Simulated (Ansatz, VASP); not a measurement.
# In3B2H3 in VASP and in Ansatz

```
CELL_PARAMETERS angstrom
6.49745 0.00000 0.00000
-3.24872 5.62696 0.00000
0.00000 0.00000 3.22722
ATOMIC_POSITIONS crystal
In 0.70742 0.00000 0.00000
In 0.29258 0.29258 0.00000
In 0.00000 0.70742 0.00000
B 0.33333 0.66667 0.00000
B 0.66667 0.33333 0.00000
H 0.47379 0.00000 0.50000
H 0.52621 0.52621 0.50000
H 0.00000 0.47379 0.50000
```

Change from the starting cell: species swapped into the Ti3In3Rh2 type (P-62m, No. 189).

Alike in both runs: functional PBE; k mesh 2 × 2 × 4; occupations gaussian, width 0.15 eV; no spin polarisation.

Ansatz relaxed the structure, and its values are those at the end. VASP's run is a single point on that final structure, the one shown.

```csv
,VASP,Ansatz
version,VASP 6.6.1,Ansatz 0.2.0
potentials or method,"VASP PAW PBE potentials, release 64 (In_d, B, H), cutoff 500 eV","scalar-relativistic, plane waves, PAW"
valence electrons in the cell,48,48
```

```tsv
	VASP	Ansatz	Ansatz less VASP
gap on the k mesh at the Fermi level (eV)	none	none	-
pressure (GPa)	0.0	0.0	+0.09
rms of the force components (eV/Å)	0.015	0.015	+0.0001
```

A gap of «none» marks a metal or a gap that the smearing closes.

The k mesh is coarse, so the values compare programs but aren't converged.
